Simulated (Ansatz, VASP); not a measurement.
## Te2Mo: VASP beside Ansatz

Contents of INCAR:

```
PREC = Accurate
ENCUT = 520
EDIFF = 1E-6
ISMEAR = 0
SIGMA = 0.05
LREAL = False
LASPH = True
NELM = 150
ALGO = Normal
ISIF = 2
LWAVE = False
LCHARG = False
ISPIN = 2
MAGMOM = 0 0 0 0 0.05 0.05
LORBIT = 11
LMAXMIX = 4
GGA = PE
NBANDS = 39
KPAR = 4
```

KPOINTS

```
Automatic mesh
0
Gamma
  10 10 2
```

Contents of POSCAR:

```
Te2Mo
1.0
    3.5565664135      0.0000000000      0.0355656641
   -1.7782832068      3.0800768643     -0.0177828321
    0.1533987657      0.0000000000     15.3398765745
Te Mo
4 2
Direct
    0.3333333333      0.6666666667      0.6321297193
    0.6666666667      0.3333333333      0.1321297193
    0.3333333333      0.6666666667      0.8678702807
    0.6666666667      0.3333333333      0.3678702807
    0.3333333333      0.6666666667      0.2500000000
    0.6666666667      0.3333333333      0.7500000000
```

Input for Ansatz:

```yaml
crystal:
  lattice:
    - [3.5565664135, 0.0, 0.0355656641]
    - [-1.7782832068, 3.0800768643, -0.0177828321]
    - [0.1533987657, 0.0, 15.3398765745]
  atoms:
    - { symbol: Te, position: [0.3333333333, 0.6666666667, 0.6321297193] }
    - { symbol: Te, position: [0.6666666667, 0.3333333333, 0.1321297193] }
    - { symbol: Te, position: [0.3333333333, 0.6666666667, 0.8678702807] }
    - { symbol: Te, position: [0.6666666667, 0.3333333333, 0.3678702807] }
    - { symbol: Mo, position: [0.3333333333, 0.6666666667, 0.25], spin: 0.05 }
    - { symbol: Mo, position: [0.6666666667, 0.3333333333, 0.75], spin: 0.05 }
basis:
  ecutwfc: 420
  ecutrho_ratio: 4
kpoints:
  mp_grid: { grid: [10, 10, 2] }
hamiltonian:
  xc: pbe
scf:
  occupations: { method: gaussian, width: 0.05 }
output:
  forces: true
  stress: true
  eigenvalues: true
  populations: true
magnetization:
  spin_polarized: true
```

Change from the starting cell: strain e5 = +0.02, atoms carried along.

Alike in both runs: task single point; functional PBE; k mesh 10 × 10 × 2; occupations gaussian, width 0.05 eV; collinear spin.

```csv
,VASP,Ansatz
version,VASP 6.6.1,Ansatz 0.2.0
potentials or method,"VASP PAW PBE potentials, release 64 (Te, Mo_sv), cutoff 520 eV","scalar-relativistic, plane waves, PAW"
valence electrons in the cell,52,92
```

Ansatz gave:

```
gap on the k mesh at the Fermi level (eV)                     : 1.05
least direct gap on the mesh (eV)                             : 1.18
pressure (GPa)                                                : 0.1
traceless stress, the component that is largest in VASP (GPa) : -1.56
rms of the force components (eV/Å)                            : 0.103
net moment per atom (μB)                                      : 0.00
```

Task: Which values does VASP return?

Result: gap on the k mesh at the Fermi level (eV): 1.05; least direct gap on the mesh (eV): 1.18; pressure (GPa): 0.1; traceless stress, the component that is largest in VASP (GPa): -1.55; rms of the force components (eV/Å): 0.103; net moment per atom (μB): 0.00.

Atom by atom the forces differ by 0.006 eV/Å (rms over components). VASP's potentials hold 52 valence electrons a cell and Ansatz's 92, so a difference there can come from the potentials and not from the codes. Ansatz's warnings: seeded moment not kept.

Spin-orbit coupling is off throughout.
